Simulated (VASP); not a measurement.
# NaP2 (P3_121) in VASP: further runs, part 2 of 2

VASP 6.6.1. Earlier steps stand in the parts before.

### 3 Relaxation of cell and atoms, PBE

This run uses another cell than the first one, of 22.93 Å³/atom.

The input, INCAR:

```
SYSTEM = NaP2
ALGO = Normal ; EDIFF = 1E-6
EDIFFG = -0.04 ; ENCUT = 600
GGA = PE ; IBRION = 2
ISIF = 3 ; ISMEAR = 0
LASPH = .True. ; LCHARG = .False.
LREAL = .False. ; LWAVE = .False.
NELM = 80 ; NSW = 90
PREC = Accurate ; SIGMA = 0.1
```

The input, KPOINTS:

```
k-points
0
Gamma
  3 3 4
  0 0 0
```

The input, POSCAR:

```
NaP2
1.0
    6.0052865600      0.0000000000      0.0000000000
   -3.0026432800      5.2007307179      0.0000000000
    0.0000000000      0.0000000000      6.6066724795
Na P
3 6
Direct
    0.4650000000      0.0000000000      0.3333333333
    0.0000000000      0.4650000000      0.6666666667
    0.5350000000      0.5350000000      0.0000000000
    0.4150000000      0.2720000000      0.2130000000
    0.7280000000      0.1430000000      0.5463333333
    0.8570000000      0.5850000000      0.8796666667
    0.2720000000      0.4150000000      0.7870000000
    0.1430000000      0.7280000000      0.4536666667
    0.5850000000      0.8570000000      0.1203333333
```

Potentials or basis: VASP PAW PBE potentials, release 64 (Na_pv, P).

Run with:

```console
> cat potpaw_PBE.64/Na_pv/POTCAR potpaw_PBE.64/P/POTCAR > POTCAR
> mpirun -np 1 vasp_std > vasp.out
```

OUTCAR:

```text
SYSTEM = NaP2
   EDIFF = 1E-6
   EDIFFG = -0.04
   ENCUT = 600
   GGA = PE
   IBRION = 2
   ISIF = 3
   ISMEAR = 0
   LASPH = .True.
   LREAL = .False.
   NELM = 80
   NSW = 90
   PREC = Accurate

 ion  position               nearest neighbor table
   1  0.465  0.000  0.333-   9 1.96   5 1.96   4 1.97   8 1.97
   2  0.000  0.465  0.667-   8 1.96   6 1.96   7 1.97   5 1.97
   3  0.535  0.535  0.000-   4 1.96   7 1.96   9 1.97   6 1.97
   4  0.415  0.272  0.213-   3 1.96   1 1.97
   5  0.728  0.143  0.546-   1 1.96   2 1.97
   6  0.857  0.585  0.880-   2 1.96   3 1.97
   7  0.272  0.415  0.787-   3 1.96   2 1.97
   8  0.143  0.728  0.454-   2 1.96   1 1.97
   9  0.585  0.857  0.120-   1 1.96   3 1.97

  LATTYP: Found a hexagonal cell.
 ALAT       =     6.0052865600
 C/A-ratio  =     1.1001427515

  Lattice vectors:

 A1 = (   6.0052865600,   0.0000000000,   0.0000000000)
 A2 = (  -3.0026432800,   5.2007307179,   0.0000000000)
 A3 = (   0.0000000000,   0.0000000000,   6.6066724795)

Analysis of symmetry for initial positions (statically):
=====================================================================
 Subroutine PRICEL returns:
 Original cell was already a primitive cell.

 Routine SETGRP: Setting up the symmetry group for a
 hexagonal supercell.

 Subroutine GETGRP returns: Found  6 space group operations
 (whereof  2 operations were pure point group operations)
 out of a pool of 24 trial point group operations.

The static configuration has the point symmetry C_2 .
 The point group associated with its full space group is D_3 .

Analysis of symmetry for dynamics (positions and initial velocities):
=====================================================================
 Subroutine PRICEL returns:
 Original cell was already a primitive cell.

 Routine SETGRP: Setting up the symmetry group for a
 hexagonal supercell.

 Subroutine GETGRP returns: Found  6 space group operations
 (whereof  2 operations were pure point group operations)
 out of a pool of 24 trial point group operations.

The dynamic configuration has the point symmetry C_2 .
[... 137 lines left out ...]
   NGX = 23   NGY = 23   NGZ = 27

--------------------------------------- Ionic step        1  -------------------------------------------

 number of electron      51.0000015 magnetization

 Free energy of the ion-electron system (eV)
  ---------------------------------------------------
  ext. energy  EPLUGINS =         0.00000000
  ---------------------------------------------------
  free energy    TOTEN  =        -0.56394726 eV

  energy without entropy =       -0.53161110  energy(sigma->0) =       -0.54777918

------------------------ aborting loop because EDIFF is reached ----------------------------------------

  FORCE on cell =-STRESS in cart. coord.  units (eV):
  Direction    XX          YY          ZZ          XY          YZ          ZX
  --------------------------------------------------------------------------------------
  -------------------------------------------------------------------------------------
  Total       47.9231425     47.9231425     50.0058069      0.0000000      0.0000000      0.0000000
  in kB      372.1131264    372.1131264    388.2845778      0.0000000      0.0000000      0.0000000
  external PRESSURE =     377.5036102 kB  Pullay stress =       0.0000000 kB
[... 110 lines left out ...]
  FREE ENERGIE OF THE ION-ELECTRON SYSTEM (eV)
  ---------------------------------------------------
  free  energy   TOTEN  =       -16.7244730086 eV

  energy  without entropy=      -16.6281764336  energy(sigma->0) =      -16.67632472

 E-fermi :  -0.6240     XC(G=0):  -6.4494

 val. band max:       -0.6327564457   @ k =   0.3333   0.0000   0.2500
 cond. band min:      -0.5808550008   @ k =   0.3333   0.3333   0.0000
 fundamental gap:      0.0519014449
 Fermi energy:        -0.6240324695

 k-point     1 :       0.0000    0.0000    0.0000
  band No.  band energies     occupation
      1     -23.9980      2.00000
      2     -23.9980      2.00000
      3     -23.9954      2.00000
      4     -23.9812      2.00000
      5     -23.9812      2.00000
      6     -23.9806      2.00000
[... 319 lines left out ...]
     29      -0.2421      0.00000
     30      -0.2421      0.00000

[... ionic steps 4 to 35 ...]

--------------------------------------- Ionic step       36  -------------------------------------------

 number of electron      50.9999980 magnetization

------------------------ aborting loop because EDIFF is reached ----------------------------------------
[... 81 lines left out ...]
--------------------------------------- Ionic step       38  -------------------------------------------

 number of electron      50.9999956 magnetization

 Free energy of the ion-electron system (eV)
  ---------------------------------------------------
  ext. energy  EPLUGINS =         0.00000000
  ---------------------------------------------------
  free energy    TOTEN  =       -37.15451011 eV

  energy without entropy =      -37.15436937  energy(sigma->0) =      -37.15443974

 E-fermi :   4.1157     XC(G=0):  -8.3883

 val. band max:        3.8938560194   @ k =   0.3333   0.0000   0.0000
 cond. band min:       4.2946539941   @ k =   0.0000   0.0000   0.0000
 fundamental gap:      0.4007979748
 Fermi energy:         4.1156554622

 k-point     1 :       0.0000    0.0000    0.0000
  band No.  band energies     occupation
      1     -20.7878      2.00000
      2     -20.7821      2.00000
      3     -20.7821      2.00000
      4     -20.7729      2.00000
      5     -20.7729      2.00000
      6     -20.7725      2.00000
[... 355 lines left out ...]
  FREE ENERGIE OF THE ION-ELECTRON SYSTEM (eV)
  ---------------------------------------------------
  free  energy   TOTEN  =       -37.1545101127 eV

  energy  without entropy=      -37.1543693677  energy(sigma->0) =      -37.15443974

 reached required accuracy - stopping structural energy minimisation
```

CONTCAR:

```text
NaP2
   1.00000000000000
     8.1386714819762975    0.0000000000000000   -0.0000000000000000
    -4.0693357409881488    7.0482962563100786   -0.0000000000000001
     0.0000000000000000    0.0000000000000001    3.5809804616027905
  Na              P
     3     6
Direct
     0.4706034088699413    0.0000000000000000    0.3333333332999970
     0.0000000000001454    0.4706034088702323    0.6666666667000030
     0.5293965911299136    0.5293965911297681    0.0000000000000000
     0.1466423943393034    0.2589950239553386    0.2645578118149020
     0.7410049760439991    0.8876473703830440    0.5978911451148989
     0.1123526296166975    0.8533576056616176    0.9312244785148978
     0.2589950239550801    0.1466423943383825    0.7354421881850983
     0.8876473703839650    0.7410049760446613    0.4021088548851008
     0.8533576056609550    0.1123526296169558    0.0687755214851022

  0.00000000E+00  0.00000000E+00  0.00000000E+00
  0.00000000E+00  0.00000000E+00  0.00000000E+00
  0.00000000E+00  0.00000000E+00  0.00000000E+00
  0.00000000E+00  0.00000000E+00  0.00000000E+00
  0.00000000E+00  0.00000000E+00  0.00000000E+00
  0.00000000E+00  0.00000000E+00  0.00000000E+00
  0.00000000E+00  0.00000000E+00  0.00000000E+00
  0.00000000E+00  0.00000000E+00  0.00000000E+00
  0.00000000E+00  0.00000000E+00  0.00000000E+00
```

Wall time 18 min (1 thread of Intel Xeon 6975P-C (Granite Rapids), shared host); peak memory 0.38 GiB.

Results:

```yaml
Free_energy: -37.1545 eV
Relaxed_volume: 22.82 Å³/atom
Relaxed_cell: a = 8.139 Å, b = 8.139 Å, c = 3.581 Å, α = 90.00°, β = 90.00°, γ = 120.00°
Space_group_after_relaxing_to_0.1_Å: P3_121 (No. 152)
Energy_gained_by_relaxing: 4065.6 meV/atom
Ionic_steps: 38
Pressure_after_relaxing: 0.1 GPa
Largest_force_after_relaxing: 0.027 eV/Å
Band_gap_on_the_k_mesh: zero (an odd number of electrons rules out a gap without spin polarisation)
```

Forces on the atoms (eV/Å):
```
Na   0.024  0.000  0.000
Na  -0.012  0.021  0.000
Na  -0.012 -0.021  0.000
P    0.025 -0.010  0.000
P   -0.004  0.027  0.000
P   -0.021 -0.017  0.000
P   -0.021  0.017  0.000
P    0.025  0.010  0.000
P   -0.004 -0.027  0.000
```

The path:
```tsv
step	energy change (eV)	largest force (eV/Å)	pressure (GPa)	volume (Å³)
1	0.0000	3.9895	37.75	206.34
2	-16.1277	0.5198	0.44	413.34
3	-16.1605	0.4744	0.22	421.94
4	-16.2329	0.4843	0.16	419.77
5	-16.4028	0.7039	0.04	413.13
6	-16.5871	1.9951	0.09	399.16
7	-16.6097	2.0237	0.08	398.78
8	-16.6808	2.1093	0.05	397.63
9	-16.8383	2.2778	-0.02	395.30
10	-17.2188	2.6000	-0.17	390.50
11	-18.2861	3.1736	-0.47	380.29
12	-21.9112	3.9645	-1.12	357.43
13	-30.1435	3.2921	2.96	301.42
14	-28.9917	7.5096	10.04	278.96
15	-30.1845	3.0605	4.61	294.23
16	-30.6623	3.5555	4.27	293.78
17	-31.3676	3.7558	4.06	290.94
18	-34.3598	1.2819	-0.40	278.10
19	-34.2624	1.3952	-0.75	273.84
20	-34.3292	1.0619	-0.62	275.76
21	-34.3567	1.1505	-0.54	276.95
22	-34.6099	0.7211	-1.18	275.70
23	-35.0013	0.6333	-1.95	271.75
24	-35.0080	0.8509	-1.87	271.03
25	-35.2089	0.8564	-1.60	263.89
26	-35.6961	0.9081	-0.57	242.97
27	-35.8784	1.0756	3.45	203.34
28	-35.9669	1.0488	1.69	216.66
29	-36.1628	0.5230	0.12	215.24
30	-36.1878	0.5809	-0.68	214.32
31	-36.3270	0.6628	-0.81	211.42
32	-36.4849	0.5832	-0.64	202.82
33	-36.4967	0.5397	-0.76	204.84
34	-36.5560	0.1958	0.67	201.08
35	-36.5561	0.1953	0.65	201.12
36	-36.5768	0.1474	0.29	203.12
37	-36.5870	0.1107	-0.16	205.80
38	-36.5906	0.0269	0.08	205.42
```

Final structure:
```yaml
crystal:
  lattice:
    - [8.13867, 0.00000, 0.00000]
    - [-4.06934, 7.04830, 0.00000]
    - [0.00000, 0.00000, 3.58098]
  atoms:
    - { symbol: Na, position: [0.47060, 0.00000, 0.33333] }
    - { symbol: Na, position: [0.00000, 0.47060, 0.66667] }
    - { symbol: Na, position: [0.52940, 0.52940, 0.00000] }
    - { symbol: P, position: [0.14664, 0.25900, 0.26456] }
    - { symbol: P, position: [0.74101, 0.88765, 0.59789] }
    - { symbol: P, position: [0.11235, 0.85336, 0.93122] }
    - { symbol: P, position: [0.25899, 0.14664, 0.73544] }
    - { symbol: P, position: [0.88765, 0.74101, 0.40211] }
    - { symbol: P, position: [0.85336, 0.11235, 0.06878] }
```

Levels at points of the mesh, in eV from the Fermi level:
```
           k point  band 23  band 24  band 25  band 26  band 27  band 28  band 29  band 30
(0.00, 0.00, 0.00)    -1.63    -1.63    -0.58    -0.58     0.18     0.93     1.20     1.20
(0.00, 0.00, 0.50)    -2.47    -2.06    -0.60    -0.60     1.28     1.28     1.63     2.50
```

Caveat: the k points lie up to 0.44 Å⁻¹ apart in the final cell, too coarse for converged energies and pressures of a metal; a cell axis changed by over 15 % at a fixed basis, so the end point is rough.
